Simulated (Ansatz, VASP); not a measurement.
**MoS2 in VASP and in Ansatz**

```
Mo S
1.0
     3.14972    0.00000    0.05512
    -1.57486    2.72774   -0.02756
     0.11633    0.00000    6.64754
Mo S
1 2
Direct
  0.00000 0.00000 0.00000
  0.33333 0.66667 0.23567
  0.33333 0.66667 0.76433
```

Change from the starting cell: strain +0.0350 x Voigt [0, 0, 0, 0, 1, 0], atoms carried along.

Alike in both runs: task single point; functional PBE; dispersion D3(BJ); k mesh 12 × 12 × 4; occupations gaussian, width 0.05 eV; no spin polarisation.

|  | VASP | Ansatz |
| --- | --- | --- |
| version | VASP 6.6.1 | Ansatz 0.2.0 |
| potentials or method | VASP PAW PBE potentials, release 64 (Mo_sv, S), cutoff 520 eV | scalar-relativistic, plane waves, PAW |
| valence electrons in the cell | 26 | 26 |

```csv
,VASP,Ansatz,Ansatz less VASP
gap on the k mesh at the Fermi level (eV),1.21,1.19,-0.011
least direct gap on the mesh (eV),1.75,1.75,-0.004
pressure (GPa),0.1,0.2,+0.14
"traceless stress, the component that is largest in VASP (GPa)",-4.38,-4.40,-0.012
rms of the force components (eV/Å),0.246,0.247,+0.0012
```

Atom by atom the forces differ by 0.006 eV/Å (rms over components).
